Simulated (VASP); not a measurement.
**Pt: relaxation of cell and atoms with revPBE**

The system is Pt.

```
Pt
1.0
    -2.43930    2.43930    1.33186
     2.43930   -2.43930    1.33186
     2.43930    2.43930   -1.33186
Pt
2
Direct
  0.00000 0.00000 0.00000
  0.75000 0.25000 0.50000
```

```json
{
 "Program": "VASP 6.6.1",
 "Task": "relaxation of cell and atoms",
 "Functional": "revPBE",
 "Potentials or basis": "VASP PAW PBE potentials, release 64 (Pt)",
 "Cutoff": "600 eV",
 "k mesh": "13 × 13 × 9",
 "Occupations": "fermi-dirac, width 0.1 eV",
 "Spin": "no spin polarisation",
 "Dipole correction": "no",
 "Further INCAR settings": "ALGO = Normal; EDIFF = 1e-07; ISYM = 0; IBRION = 2; EDIFFG = -0.01; NSW = 80; ISIF = 3"
}
```

The relaxed volume is 17.37 Å³/atom. The relaxed cell is a = 3.824 Å, b = 3.824 Å, c = 3.824 Å, α = 97.25°, β = 97.25°, γ = 138.36°. The space group after relaxing (to 0.1 Å) is I4_1/amd (No. 141) and the energy gained by relaxing is 101.9 meV/atom. The ionic steps are 10, the pressure after relaxing is 0.0 GPa and the band gap on the k mesh is zero (bands 10 and 11 overlap by 1.46 eV).

Step by step:
```
step  energy change (eV)  largest force (eV/Å)  pressure (GPa)  volume (Å³)
   1              0.0000                0.0005           23.01        31.70
   2              0.5855                0.0006          -22.88        43.32
   3             -0.2016                0.0010           -1.63        35.05
   4             -0.2029                0.0010           -0.37        34.81
   5             -0.2029                0.0010           -0.01        34.75
   6             -0.2037                0.0016            0.18        34.71
   7             -0.2037                0.0015            0.13        34.72
   8             -0.2037                0.0015            0.13        34.72
   9             -0.2037                0.0021           -0.19        34.78
  10             -0.2037                0.0018            0.00        34.74
```

Final structure:
```yaml
crystal:
  lattice:
    - [-2.52741, 2.52776, 1.35930]
    - [2.52776, -2.52741, 1.35930]
    - [2.52778, 2.52778, -1.35865]
  atoms:
    - { symbol: Pt, position: [0.00001, 0.99999, 0.00000] }
    - { symbol: Pt, position: [0.74999, 0.25001, 0.50000] }
```

Levels at points of the mesh, in eV from the Fermi level:
```csv
k point,band 6,band 7,band 8,band 9,band 10,band 11,band 12,band 13,band 14
"(0.00, 0.00, 0.00)",-1.31,-1.31,-1.25,-1.25,0.27,1.33,4.98,4.99,10.43
```

Run time: 35 min on 1 thread of Oxide Virtual Turin-like Processor, with other jobs on the host, peak memory 0.47 GiB.

Caveat: the PAW data sets were made with another functional, which shifts forces and pressure a little; spin-orbit coupling is left out, which moves the levels of the heavy elements.
